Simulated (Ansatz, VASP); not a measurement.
## Be2ZnSe3 in VASP and in Ansatz

```
Be Zn Se
1.0
     7.01553    0.00000    0.00000
    -3.50776    6.07562    0.00000
     0.00000    0.00000    3.10883
Be Zn Se
2 1 3
Direct
  0.66667 0.33333 0.70626
  0.33333 0.66667 0.70626
  0.00000 0.00000 0.94404
  0.00000 0.50000 0.93781
  0.50000 0.00000 0.93781
  0.50000 0.50000 0.93781
```

Change from the starting cell: species swapped into the NaSn2Pd3 type (P6mm, No. 183).

Alike in both runs: task relaxation of cell and atoms; functional PBE; k mesh 6 × 6 × 12; occupations gaussian, width 0.1 eV; no spin polarisation.

|  | VASP | Ansatz |
| --- | --- | --- |
| version | VASP 6.6.1 | Ansatz 0.2.0 |
| potentials or method | VASP PAW PBE potentials, release 64 (Be, Zn, Se), cutoff 600 eV | scalar-relativistic, plane waves, PAW |
| valence electrons in the cell | 34 | 64 |

Ansatz gave:

| Property | Result |
| --- | --- |
| gap on the k mesh at the Fermi level, each at its own relaxed structure (eV) | none |
| relaxed volume (Å³/atom) | 21.99 |
| relaxed length of the cell vector where the two differ most in proportion (Å) | 7.173 |

Which values does VASP return?

gap on the k mesh at the Fermi level, each at its own relaxed structure (eV): none; relaxed volume (Å³/atom): 22.05; relaxed length of the cell vector where the two differ most in proportion (Å): 7.183.

A gap of «none» marks a metal or a gap that the smearing closes. VASP's potentials hold 34 valence electrons a cell and Ansatz's 64, so a difference there can come from the potentials and not from the codes.
